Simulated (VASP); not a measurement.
Write the native input for VASP 6.6.1 that does the following.

| Quantity | Value |
| --- | --- |
| Task | single point |
| Functional | PBE |
| Potentials or basis | VASP PAW PBE potentials, release 64 (B, As) |
| Cutoff | 520 eV |
| k mesh | 12 × 12 × 12 |
| Occupations | gaussian, width 0.05 eV |
| Spin | no spin polarisation |
| Dipole correction | no |
| Further INCAR settings | ALGO = Normal; EDIFF = 1e-06; NBANDS = 11 |

The structure of BAs lies in POSCAR:

```
BAs
1.0
    0.0000000000      2.3499690686      2.4674675221
    2.3499690686      0.0000000000      2.4674675221
    2.3499690686      2.3499690686      0.0000000000
B As
1 1
Direct
    0.0000000000      0.0000000000      0.0000000000
    0.7500000000      0.7500000000      0.7500000000
```

This cell differs from its parent crystal: ratio of the length along z to the lengths across it x 1.05, volume and fractional coordinates fixed.

These files were run (other wordings do the same):

INCAR

```
SYSTEM = BAs
PREC = Accurate
ENCUT = 520
EDIFF = 1E-6
ISMEAR = 0
SIGMA = 0.05
LREAL = .FALSE.
LASPH = .TRUE.
NELM = 60
ALGO = Normal
ISIF = 2
LWAVE = .FALSE.
LCHARG = .TRUE.
GGA = PE
LELF = .TRUE.
LVHAR = .TRUE.
NBANDS = 11
```

KPOINTS

```
Automatic mesh
0
G
  12 12 12
  0 0 0
```

Potentials or basis: VASP PAW PBE potentials, release 64 (B, As).

Launch:

```sh
$ cat potpaw_PBE.64/B/POTCAR potpaw_PBE.64/As/POTCAR > POTCAR
$ mpirun -np 1 vasp_std > vasp.out
```

It gave:

```json
{"Pressure": "3.4 GPa", "Band gap on the k mesh": "0.81 eV, indirect (least direct gap 3.02 eV)"}
```

It took 43 s on 1 thread of Intel Xeon 6975P-C, on a shared host, peak memory 0.2 GiB.
